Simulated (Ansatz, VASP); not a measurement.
**CdS: VASP beside Ansatz**

```xyz
4
Lattice="4.1971 0.0000 0.0000 -2.0986 3.6348 0.0000 0.0000 0.0000 6.8279" Properties=species:S:1:pos:R:3 pbc="T T T"
Cd    0.0000    2.4232    0.0284
Cd    2.0986    1.2116    3.4424
S     0.0000    2.4232    2.6003
S     2.0986    1.2116    6.0143
```

Alike in both runs: functional PBE; k mesh 12 × 12 × 4; occupations gaussian, width 0.02 eV; no spin polarisation.

Ansatz relaxed the structure, and its values are those at the end. VASP's run is a single point on that final structure, the one shown.

|  | VASP | Ansatz |
| --- | --- | --- |
| version | VASP 6.6.1 | Ansatz 0.2.0 |
| potentials or method | VASP PAW PBE potentials, release 64 (Cd, S), cutoff 520 eV | scalar-relativistic, plane waves, PAW |
| valence electrons in the cell | 36 | 52 |

```csv
,VASP,Ansatz,Ansatz less VASP
gap on the k mesh at the Fermi level (eV),1.11,1.11,-0.001
least direct gap on the mesh (eV),1.11,1.11,-0.001
pressure (GPa),0.3,0.0,-0.29
```

The functional is the same, so the differences come from potentials, cutoffs and numerics. VASP's potentials hold 36 valence electrons a cell and Ansatz's 52, so a difference there can come from the potentials and not from the codes.
